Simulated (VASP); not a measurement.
Input of a VASP 6.6.1 run:

INCAR

```
PREC = Accurate
ENCUT = 520
EDIFF = 1E-6
ISMEAR = 0
SIGMA = 0.15
LREAL = F
LASPH = T
NELM = 60
ALGO = Normal
ISIF = 2
LWAVE = F
LCHARG = T
GGA = CA
LELF = T
LVHAR = T
NBANDS = 12
```

The input KPOINTS:

```
regular mesh
0
Gamma
  20 20 20
```

Contents of POSCAR:

```
Ti
1.0
    0.0000000000      1.9305153388      2.0005340298
    1.9305153388      0.0000000000      2.0005340298
    1.9305153388      1.9305153388      0.0000000000
Ti
1
Direct
    0.0000000000      0.0000000000      0.0000000000
```

Potentials or basis: VASP PAW LDA potentials, release 64 (Ti_sv).

Launch:

```bash
$ cat potpaw_LDA.64/Ti_sv/POTCAR > POTCAR
$ mpirun -np 1 vasp_std > vasp.out
```

(1) What does it give for the pressure?

(2) What does it give for the band gap on the k mesh?

## Answers

(1) 9.6 GPa.

(2) zero (bands 6 and 7 overlap by 1.37 eV).

Caveat: the cell differs from its parent crystal (normal strain along x -0.0350, normal strain along y -0.0350); the cell stands under pressure.
